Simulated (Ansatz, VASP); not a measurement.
## ZnCu in VASP and in Ansatz

```
CELL_PARAMETERS angstrom
2.91625 0.16030 0.16030
0.16030 2.91625 0.16030
0.16030 0.16030 2.91625
ATOMIC_POSITIONS crystal
Zn 0.50000 0.50000 0.50000
Cu 0.00000 0.00000 0.00000
```

Alike in both runs: task single point; functional PBEsol; k mesh 18 × 18 × 18; occupations gaussian, width 0.15 eV; no spin polarisation.

```csv
,VASP,Ansatz
version,VASP 6.6.1,Ansatz 0.2.0
potentials or method,"VASP PAW PBE potentials, release 64 (Zn, Cu), cutoff 520 eV","scalar-relativistic, plane waves, PAW"
valence electrons in the cell,23,31
```

Ansatz gave:

- gap on the k mesh at the Fermi level (eV): none
- pressure (GPa): 3.6
- traceless stress, the component that is largest in VASP (GPa): -6.85

Question: Estimate VASP's values.

Answer: gap on the k mesh at the Fermi level (eV): none; pressure (GPa): 4.4; traceless stress, the component that is largest in VASP (GPa): -6.93.

VASP's potentials were made for PBE, not for PBEsol. A gap of «none» marks a metal or a gap that the smearing closes. The functional is the same, so the differences come from potentials, cutoffs and numerics. VASP's potentials hold 23 valence electrons a cell and Ansatz's 31, so a difference there can come from the potentials and not from the codes.
